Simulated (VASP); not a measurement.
Set up this calculation in VASP 6.6.1, as the native input.

```
Task                   : electric field gradients
Functional             : PBE
Potentials or basis    : VASP PAW PBE potentials, release 64 (Ba_sv, Ti_sv, O)
Cutoff                 : 520 eV
k mesh                 : 8 × 8 × 8
Occupations            : fermi-dirac, width 0.05 eV
Spin                   : no spin polarisation
Dipole correction      : no
Further INCAR settings : ALGO = Normal; EDIFF = 1e-08; NBANDS = 28
```

The structure of BaTiO3 lies in POSCAR:

```
BaTiO3
1.0
    3.9841000000      0.0000000000      0.0000000000
    0.0000000000      2.8370500000      2.8173420000
    0.0000000000     -2.8370500000      2.8173420000
Ba Ti O
1 1 3
Direct
    0.0000000000      0.0000000000      0.0000000000
    0.5000000000      0.5079000000      0.5079000000
    0.0000000000      0.4921000000      0.4921000000
    0.5000000000      0.5025100000      0.9937100000
    0.5000000000      0.9937100000      0.5025100000
```

This cell differs from its parent crystal: zz strain of -1 %.

The input as run:

INCAR

```
SYSTEM = BaTiO3
PREC     = Accurate       ! precision mode
ENCUT    = 520            ! plane-wave cutoff, eV
EDIFF    = 1E-8           ! SCF threshold, eV
ISMEAR   = -1             ! smearing method
SIGMA    = 0.05           ! smearing width, eV
LREAL    = .FALSE.        ! projectors in reciprocal space
LASPH    = .TRUE.         ! aspherical terms in the spheres
NELM     = 80             ! most SCF steps
ALGO     = Normal         ! electronic algorithm
ISIF     = 2              ! what is computed and relaxed
LWAVE    = .FALSE.        ! write WAVECAR
LCHARG   = .FALSE.        ! write CHGCAR
GGA      = PE             ! functional
LEFG     = .TRUE.       
NBANDS   = 28             ! bands
```

KPOINTS

```
Automatic mesh
0
G
  8 8 8
  0 0 0
```

Potentials or basis: VASP PAW PBE potentials, release 64 (Ba_sv, Ti_sv, O).

The run is started by

```bash
$ cat potpaw_PBE.64/Ba_sv/POTCAR potpaw_PBE.64/Ti_sv/POTCAR potpaw_PBE.64/O/POTCAR > POTCAR
$ mpirun -np 1 vasp_std > vasp.out
```

It gave:

```
Pressure                                : 5.5 GPa
Largest force                           : 0.156 eV/Å
Band gap on the k mesh                  : 1.82 eV (least direct gap 2.00 eV)
Largest electric field gradient by atom : Ba -6.2; Ti +2.5; O +24.9, +23.2 (each value once) V/Å²
```

Caveat: the cell differs from its parent crystal (zz strain of -1 %); the cell stands under pressure; without QUAD_EFG the Cq values of the log hold for a quadrupole moment of 1 mb, not for the nuclei; spin-orbit coupling is left out, which moves the levels of the heavy elements.

Wall time 5.2 min on 1 thread of Intel Xeon 8259CL, on a shared host, peak memory 0.31 GiB.
